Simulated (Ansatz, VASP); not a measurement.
## One calculation of Cd, two programs

```
CELL_PARAMETERS angstrom
2.37599 -4.02686 0.00000
2.37599 4.02686 0.00000
0.00000 0.00000 4.75829
ATOMIC_POSITIONS crystal
Cd 0.15250 0.84750 0.07850
Cd 0.65250 0.34750 0.42150
Cd 0.84750 0.15250 0.92150
Cd 0.34750 0.65250 0.57850
```

Alike in both runs: task single point; functional PBEsol; k mesh 4 × 4 × 4; occupations gaussian, width 0.1 eV; no spin polarisation.

|  | VASP | Ansatz |
| --- | --- | --- |
| version | VASP 6.6.1 | Ansatz 0.2.0 |
| potentials or method | VASP PAW PBE potentials, release 64 (Cd), cutoff 520 eV | scalar-relativistic, plane waves, PAW |
| valence electrons in the cell | 48 | 80 |

|  | VASP | Ansatz | Ansatz less VASP |
| --- | --- | --- | --- |
| gap on the k mesh at the Fermi level (eV) | none | none | - |
| pressure (GPa) | 7.4 | 6.9 | -0.55 |
| traceless stress, the component that is largest in VASP (GPa) | 4.16 | 3.94 | -0.215 |
| rms of the force components (eV/Å) | 0.473 | 0.453 | -0.0201 |

VASP's potentials were made for PBE, not for PBEsol. Atom by atom the forces differ by 0.020 eV/Å (rms over components). A gap of «none» marks a metal or a gap that the smearing closes. VASP's potentials hold 48 valence electrons a cell and Ansatz's 80, so a difference there can come from the potentials and not from the codes.

The k mesh is coarse, so the values compare programs but aren't converged.
